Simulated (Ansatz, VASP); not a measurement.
**ZrC in VASP and in Ansatz**

Contents of INCAR:

```
PREC = Accurate ; ENCUT = 520
EDIFF = 1E-7 ; ISMEAR = 0
SIGMA = 0.1 ; LREAL = F
LASPH = T ; NELM = 100
ALGO = Normal ; ISIF = 2
LWAVE = F ; LCHARG = T
GGA = PE ; LELF = T
LVHAR = T ; NBANDS = 15
```

Contents of KPOINTS:

```
Automatic mesh
0
Gamma
  14 14 14
```

POSCAR

```
ZrC
1.0
    0.0000000000      2.2806907882      2.2806907882
    2.4217033882      0.0000000000      2.2806907882
    2.4217033882      2.2806907882      0.0000000000
Zr C
1 1
Direct
    0.5000000000      0.5000000000      0.5000000000
    0.0000000000      0.0000000000      0.0000000000
```

Input for Ansatz:

```yaml
crystal:
  lattice:
    - [0.0, 2.2806907882, 2.2806907882]
    - [2.4217033882, 0.0, 2.2806907882]
    - [2.4217033882, 2.2806907882, 0.0]
  atoms:
    - { symbol: Zr, position: [0.5, 0.5, 0.5] }
    - { symbol: C, position: [0.0, 0.0, 0.0] }
basis:
  ecutwfc: 420
kpoints:
  mp_grid: { grid: [14, 14, 14] }
hamiltonian:
  xc: pbe
scf:
  occupations: { method: gaussian, width: 0.1 }
output:
  forces: true
  stress: true
  eigenvalues: true
```

Alike in both runs: task single point; functional PBE; k mesh 14 × 14 × 14; occupations gaussian, width 0.1 eV; no spin polarisation.

```csv
,VASP,Ansatz
version,VASP 6.6.1,Ansatz 0.2.0
potentials or method,"VASP PAW PBE potentials, release 64 (Zr_sv, C), cutoff 520 eV","scalar-relativistic, plane waves, PAW"
valence electrons in the cell,16,16
```

Ansatz gave:

| Property | Result |
| --- | --- |
| gap on the k mesh at the Fermi level (eV) | none |
| pressure (GPa) | 10.1 |
| traceless stress, the component that is largest in VASP (GPa) | -15.61 |

Question: What did VASP give for the same quantities?

Answer: gap on the k mesh at the Fermi level (eV): none; pressure (GPa): 10.3; traceless stress, the component that is largest in VASP (GPa): -15.70.

A gap of «none» marks a metal or a gap that the smearing closes.
